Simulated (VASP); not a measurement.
PbS:

```
Pb S
1.0
     0.00000    2.97057    2.97057
     2.97057    0.00000    2.97057
     2.97057    2.97057    0.00000
Pb S
1 1
Direct
  0.00000 0.00000 0.00000
  0.50000 0.50000 0.50000
```

Program: VASP 6.6.1. Alike in all runs: task single point; potentials or basis VASP PAW PBE potentials, release 64 (Pb_d, S); no spin polarisation; cell as given; cutoff (eV) 520; smearing gaussian 0.01 eV.

Task: Order these runs on this cell by their band gap on the k mesh, lowest first.
A. level r2SCAN; k mesh 4 × 4 × 4
B. level PBE; k mesh 6 × 6 × 6
C. level HSE06; k mesh 4 × 4 × 4; grid for exact exchange (PRECFOCK) Normal; share of exact exchange 0.25; screening parameter 0.2079 1/Å

Result: B (0.38 eV), A (0.64 eV), C (0.82 eV).

Caveats: some runs use coarse meshes; spin-orbit coupling is left out, which moves the levels of the heavy elements.

A k mesh can miss the band edges.
